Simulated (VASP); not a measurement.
# SiNi in VASP: notebook, part 2 of 2

VASP 6.6.1.

## 4. Single point, PBEsol, collinear spin, ferromagnetic start (atoms moved at random)

The input, INCAR:

```
  ALGO = Normal
  EDIFF = 1E-6
  ENCUT = 520
  GGA = PS
  ISIF = 2
  ISMEAR = -1
  ISPIN = 2
  LASPH = T
  LCHARG = F
  LMAXMIX = 4
  LORBIT = 11
  LREAL = F
  LWAVE = F
  MAGMOM = 1 1 0 0
  NBANDS = 26
  NELM = 150
  PREC = Accurate
  SIGMA = 0.05
```

The input, KPOINTS:

```
k-points
0
Gamma
  9 8 6
```

The input, POSCAR:

```
SiNi
1.0
    2.9427706600      0.0000000000      0.0000000000
    0.0000000000      3.2803255400      0.0000000000
    0.0000000000      0.0000000000      4.6774467600
Ni Si
2 2
Direct
    0.4923060000      0.4990710000      0.3386270000
   -0.0030320000     -0.0088980000      0.6541060000
    0.5011560000      0.5092570000      0.8448520000
   -0.0077360000      0.0014570000      0.1542780000
```

Launch:

```console
$ cat potpaw_PBE.64/Ni/POTCAR potpaw_PBE.64/Si/POTCAR > POTCAR
$ mpirun -np 1 vasp_std > vasp.out
```

Wall time 3.2 min (1 thread of AMD EPYC 9R45 (Zen 5), shared host); peak memory 0.41 GiB.

Results (log left out):

* Free energy: -25.9517 eV
* Pressure: 0.5 GPa
* Largest force: 0.554 eV/Å
* Band gap on the k mesh: zero (filled and empty bands overlap)
* Net moment: 0.00 μB per cell
* Valence electrons inside the program's atomic spheres: Ni 9.61, 9.59; Si 1.62

Forces in eV/Å, atoms in the order of the input:
```
Ni   0.051 -0.017  0.271
Ni   0.002  0.365  0.014
Si  -0.103 -0.360 -0.409
Si   0.050  0.012  0.124
```

Stress tensor (GPa, compression positive):
```
 0.77  0.08  0.19
 0.08  0.79 -0.14
 0.19 -0.14 -0.06
```

Levels at points of the mesh, in eV from the Fermi level:
Spin up:
| k point | band 11 | band 12 | band 13 | band 14 | band 15 | band 16 | band 17 | band 18 |
| --- | --- | --- | --- | --- | --- | --- | --- | --- |
| (0.00, 0.00, 0.00) | -2.35 | -2.03 | -2.01 | -1.34 | 1.25 | 2.72 | 5.23 | 5.53 |
| (0.00, 0.50, 0.00) | -2.32 | -2.24 | -2.22 | -2.16 | 1.16 | 1.22 | 4.89 | 5.06 |
| (0.00, 0.00, 0.50) | -2.71 | -2.09 | 1.07 | 1.67 | 2.02 | 2.40 | 2.88 | 3.64 |
| (0.00, 0.50, 0.50) | -2.08 | -2.07 | -2.03 | -2.02 | 5.24 | 5.29 | 5.33 | 5.45 |
Spin down:
```
           k point  band 10  band 11  band 12  band 13  band 14  band 15  band 16  band 17  band 18  band 19
(0.00, 0.00, 0.00)    -2.71    -2.35    -2.03    -2.01    -1.34     1.25     2.72     5.23     5.53     7.35
(0.00, 0.50, 0.00)    -2.79    -2.32    -2.24    -2.22    -2.16     1.16     1.22     4.89     5.06     7.85
(0.00, 0.00, 0.50)    -2.81    -2.71    -2.09     1.07     1.67     2.02     2.40     2.88     3.64     4.58
(0.00, 0.50, 0.50)    -2.57    -2.08    -2.07    -2.03    -2.02     5.24     5.29     5.33     5.45     7.11
```

Caveat: the cell differs from its parent crystal (atoms moved at random); the moments typed at the start vanished in this run; the PAW data sets were made with another functional, which shifts forces and pressure a little.

## 5. Single point, PBEsol, collinear spin, ferromagnetic start (10.61 Å³/atom)

This run uses another cell than the first one, of 10.61 Å³/atom.

The input, INCAR:

```
PREC = Accurate ; ENCUT = 520
EDIFF = 1E-6 ; ISMEAR = -1
SIGMA = 0.05 ; LREAL = False
LASPH = True ; NELM = 150
ALGO = Normal ; ISIF = 2
LWAVE = False ; LCHARG = False
ISPIN = 2 ; MAGMOM = 1 1 0 0
LORBIT = 11 ; LMAXMIX = 4
GGA = PS ; NBANDS = 26
```

The input, KPOINTS:

```
regular mesh
0
Gamma
  9 8 6
```

The input, POSCAR:

```
SiNi
1.0
    2.8826972597      0.0000000000      0.0000000000
    0.0000000000      3.2133613310      0.0000000000
    0.0000000000      0.0000000000      4.5819618704
Ni Si
2 2
Direct
    0.5000000000      0.5000000000      0.3424955900
    0.0000000000      0.0000000000      0.6575044100
    0.5000000000      0.5000000000      0.8431431600
    0.0000000000      0.0000000000      0.1568568400
```

Potentials or basis: VASP PAW PBE potentials, release 64 (Ni, Si).

Launch:

```console
$ cat potpaw_PBE.64/Ni/POTCAR potpaw_PBE.64/Si/POTCAR > POTCAR
$ mpirun -np 1 vasp_std > vasp.out
```

OUTCAR:

```text
PREC = Accurate
   ENCUT = 520
   EDIFF = 1E-6
   ISMEAR = -1
   LREAL = False
   LASPH = True
   NELM = 150
   ISIF = 2
   ISPIN = 2
   LORBIT = 11
   GGA = PS

 ion  position               nearest neighbor table
   1  0.500  0.500  0.342-   3 2.29   3 2.29   4 2.32   4 2.32   4 2.32   4 2.32   2 2.60   2 2.60
                             2 2.60   2 2.60
   2  0.000  0.000  0.658-   4 2.29   4 2.29   3 2.32   3 2.32   3 2.32   3 2.32   1 2.60   1 2.60
                             1 2.60   1 2.60
   3  0.500  0.500  0.843-   1 2.29   1 2.29   2 2.32   2 2.32   2 2.32   2 2.32   4 2.59   4 2.59
                             4 2.59   4 2.59
[... 1634 lines left out ...]
     0.000000000  3.213361331  0.000000000     0.000000000  0.311200608  0.000000000
     0.000000000  0.000000000  4.581961870     0.000000000  0.000000000  0.218247124

 POSITION                                       TOTAL-FORCE (eV/Angst)
 -----------------------------------------------------------------------------------
      1.44135      1.60668      1.56930         0.000000      0.000000      0.264949
      0.00000      0.00000      3.01266         0.000000      0.000000     -0.264949
      1.44135      1.60668      3.86325         0.000000      0.000000      0.026646
      0.00000      0.00000      0.71871         0.000000      0.000000     -0.026646
 -----------------------------------------------------------------------------------
    total drift:                                0.000000      0.000000     -0.000000

  FREE ENERGIE OF THE ION-ELECTRON SYSTEM (eV)
  ---------------------------------------------------
  free  energy   TOTEN  =       -25.8468177584 eV

  energy  without entropy=      -25.8384874202  energy(sigma->0) =      -25.84265259

 total charge

# of ion       s       p       d       tot
------------------------------------------
    1        0.519   0.704   8.524   9.747
    2        0.519   0.704   8.524   9.747
    3        0.747   0.913   0.000   1.660
    4        0.747   0.913   0.000   1.660
--------------------------------------------------
tot          2.534   3.233  17.048  22.815

 magnetization (x)

# of ion       s       p       d       tot
------------------------------------------
    1       -0.000  -0.000  -0.000  -0.000
    2       -0.000  -0.000  -0.000  -0.000
    3       -0.000   0.000   0.000   0.000
    4       -0.000   0.000   0.000   0.000
--------------------------------------------------
tot         -0.000   0.000  -0.000  -0.000
```

stdout:

```text
POSCAR found type information on POSCAR NiSi
 POSCAR found :  2 types and       4 ions
 scaLAPACK will be used
 -----------------------------------------------------------------------------
|                                                                             |
|                                                                             |
|     You enforced a specific xc type in the INCAR file but a different       |
|     I HOPE YOU KNOW WHAT YOU ARE DOING!                                     |
|                                                                             |
 -----------------------------------------------------------------------------

 LDA part: xc-table for (Slater+PW92), standard interpolation
 POSCAR, INCAR and KPOINTS ok, starting setup
 FFT: planning ... GRIDC
 FFT: planning ... GRID_SOFT
 FFT: planning ... GRID
 WAVECAR not read
 entering main loop
```

Run time: 77 s. Hardware: 1 thread of Intel Xeon 6975P-C (Granite Rapids), shared host; peak memory 0.28 GiB.

What came out:

```
Free energy                                           : -25.8468 eV
Pressure                                              : 14.9 GPa
Largest force                                         : 0.265 eV/Å
Band gap on the k mesh                                : zero (filled and empty bands overlap)
Net moment                                            : 0.00 μB per cell
Valence electrons inside the program's atomic spheres : Ni 9.75; Si 1.66
```

Forces on the atoms (eV/Å):
```
Ni   0.000  0.000  0.265
Ni   0.000  0.000 -0.265
Si   0.000  0.000  0.027
Si   0.000  0.000 -0.027
```

Levels at points of the mesh, in eV from the Fermi level:
Spin up:
```tsv
k point	band 12	band 13	band 14	band 15	band 16	band 17
(0.00, 0.00, 0.00)	-2.24	-2.21	-1.47	1.31	2.95	5.50
(0.00, 0.50, 0.00)	-2.49	-2.41	-2.41	1.29	1.29	5.26
(0.00, 0.00, 0.50)	-2.30	1.17	1.63	1.97	2.64	3.10
(0.00, 0.50, 0.50)	-2.25	-2.25	-2.25	5.46	5.46	5.69
```
Spin down:
```
           k point  band 12  band 13  band 14  band 15  band 16  band 17
(0.00, 0.00, 0.00)    -2.24    -2.21    -1.47     1.31     2.95     5.50
(0.00, 0.50, 0.00)    -2.49    -2.41    -2.41     1.29     1.29     5.26
(0.00, 0.00, 0.50)    -2.30     1.17     1.63     1.97     2.64     3.10
(0.00, 0.50, 0.50)    -2.25    -2.25    -2.25     5.46     5.46     5.69
```

Caveat: the cell stands under pressure; the moments typed at the start vanished in this run; the PAW data sets were made with another functional, which shifts forces and pressure a little.

## 6. Single point, PBEsol, collinear spin, ferromagnetic start (10.84 Å³/atom)

This run uses another cell than the first one, of 10.84 Å³/atom.

The input, INCAR:

```
SYSTEM = SiNi
  ALGO = Normal
  EDIFF = 1E-7
  ENCUT = 520
  GGA = PS
  ISIF = 2
  ISMEAR = -1
  ISPIN = 2
  LASPH = .TRUE.
  LCHARG = .FALSE.
  LMAXMIX = 4
  LORBIT = 11
  LREAL = .FALSE.
  LWAVE = .FALSE.
  MAGMOM = 1 1 0 0
  NBANDS = 26
  NELM = 150
  PREC = Accurate
  SIGMA = 0.05
```

The input, KPOINTS:

```
k-points
0
G
  9 8 6
  0 0 0
```

The input, POSCAR:

```
SiNi
1.0
    2.9029986135      0.0000000000      0.0000000000
    0.0000000000      3.2359913818      0.0000000000
    0.0000000000      0.0000000000      4.6142302706
Ni Si
2 2
Direct
    0.5000000000      0.5000000000      0.3424955900
    0.0000000000      0.0000000000      0.6575044100
    0.5000000000      0.5000000000      0.8431431600
    0.0000000000      0.0000000000      0.1568568400
```

Potentials or basis: VASP PAW PBE potentials, release 64 (Ni, Si).

Launch:

```console
$ cat potpaw_PBE.64/Ni/POTCAR potpaw_PBE.64/Si/POTCAR > POTCAR
$ mpirun -np 1 vasp_std > vasp.out
```

Run time: 87 s. Hardware: 1 thread of Intel Xeon 6975P-C (Granite Rapids), shared host; peak memory 0.28 GiB.

Results (log left out):

```
Free energy                                           : -25.9154 eV
Pressure                                              : 9.5 GPa
Largest force                                         : 0.195 eV/Å
Band gap on the k mesh                                : zero (filled and empty bands overlap)
Net moment                                            : 0.00 μB per cell
Valence electrons inside the program's atomic spheres : Ni 9.70; Si 1.65
```

Forces on the atoms (eV/Å):
```
Ni   0.000  0.000  0.195
Ni   0.000  0.000 -0.195
Si   0.000  0.000 -0.017
Si   0.000  0.000  0.017
```

Stress tensor (GPa, compression positive):
```
 8.39  0.00  0.00
 0.00  9.60  0.00
 0.00  0.00 10.62
```

Levels at points of the mesh, in eV from the Fermi level:
Spin up:
| k point | band 10 | band 11 | band 12 | band 13 | band 14 | band 15 | band 16 | band 17 | band 18 | band 19 |
| --- | --- | --- | --- | --- | --- | --- | --- | --- | --- | --- |
| (0.00, 0.00, 0.00) | -2.89 | -2.49 | -2.18 | -2.15 | -1.43 | 1.29 | 2.88 | 5.39 | 5.72 | 7.58 |
| (0.00, 0.50, 0.00) | -2.97 | -2.41 | -2.41 | -2.34 | -2.34 | 1.25 | 1.25 | 5.17 | 5.17 | 8.09 |
| (0.00, 0.00, 0.50) | -2.96 | -2.89 | -2.23 | 1.15 | 1.62 | 1.99 | 2.56 | 3.04 | 3.80 | 4.65 |
| (0.00, 0.50, 0.50) | -2.74 | -2.19 | -2.19 | -2.18 | -2.18 | 5.39 | 5.39 | 5.60 | 5.60 | 7.33 |
Spin down:
| k point | band 12 | band 13 | band 14 | band 15 | band 16 | band 17 |
| --- | --- | --- | --- | --- | --- | --- |
| (0.00, 0.00, 0.00) | -2.18 | -2.15 | -1.43 | 1.29 | 2.88 | 5.39 |
| (0.00, 0.50, 0.00) | -2.41 | -2.34 | -2.34 | 1.25 | 1.25 | 5.17 |
| (0.00, 0.00, 0.50) | -2.23 | 1.15 | 1.62 | 1.99 | 2.56 | 3.04 |
| (0.00, 0.50, 0.50) | -2.19 | -2.18 | -2.18 | 5.39 | 5.39 | 5.60 |

Caveat: the cell stands under pressure; the moments typed at the start vanished in this run; the PAW data sets were made with another functional, which shifts forces and pressure a little.

## 7. Summary

```tsv
cell	gap on the mesh (eV)	pressure (GPa)	moment (μB)	largest force (eV/Å)
a = 2.981, b = 3.323, c = 4.739 Å, 4 atoms, atomic positions A	none	-6.8	0.00	0.16
a = 3.000, b = 3.345, c = 4.769 Å, 4 atoms, atomic positions A	none	-9.9	0.00	0.19
a = 2.943, b = 3.280, c = 4.677 Å, 4 atoms, atomic positions B	none	0.5	0.00	0.55
a = 2.883, b = 3.213, c = 4.582 Å, 4 atoms, atomic positions A	none	14.9	0.00	0.26
a = 2.903, b = 3.236, c = 4.614 Å, 4 atoms, atomic positions A	none	9.5	0.00	0.19
```

Alike in all rows: task single point; level PBEsol; potentials or basis VASP PAW PBE potentials, release 64 (Ni, Si); spin collinear, ferromagnetic start; k mesh 9 × 8 × 6; cutoff (eV) 520; smearing fermi-dirac 0.05 eV.

Caveats: the moments typed at the start vanished in this run; the PAW data sets were made with another functional, which shifts forces and pressure a little; the cell stands under tension (at least some runs); the cell stands under pressure (at least some runs).

Absolute energies hang on the potentials; compare differences alone.
